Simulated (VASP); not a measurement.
ZnSe, 2 atoms in the cell. The structure is cubic, space group F-43m (No. 216). Conventional cell: a = 5.741 Å, b = 5.741 Å, c = 5.741 Å, α = 90.00°, β = 90.00°, γ = 90.00°. Zn (site symmetry -43m) has 4 Se at 2.49 Å within 3.3 Å. Within 3.3 Å of Se (site symmetry -43m) lie 4 Zn at 2.49 Å. 

- Program: VASP 6.6.1
- Task: relaxation of the atoms
- Functional: r2SCAN
- Potentials or basis: VASP PAW PBE potentials, release 64 (Zn, Se)
- Cutoff: 520 eV
- k mesh: 8 × 8 × 8
- Occupations: fermi-dirac, width 0.02 eV
- Spin: no spin polarisation
- Dipole correction: no
- Further INCAR settings: ALGO = Normal; EDIFF = 1e-06; IBRION = 2; EDIFFG = -0.01; NSW = 50

Potentials or basis: VASP PAW PBE potentials, release 64 (Zn, Se).

Launch:

```console
$ cat potpaw_PBE.64/Zn/POTCAR potpaw_PBE.64/Se/POTCAR > POTCAR
$ cp INCAR.step1 INCAR
$ mpirun -np 1 vasp_std > vasp.out
$ cp INCAR.step2 INCAR
$ mpirun -np 1 vasp_std > vasp.out
```

Hardware: 1 thread of Intel Xeon 8259CL, with other jobs on the host.

Q: Estimate the wall time of this run.

A: It took 2.8 min on 1 thread of Intel Xeon 8259CL (shared host), peak memory 0.18 GiB. Counts: k points 29, ion steps 1.
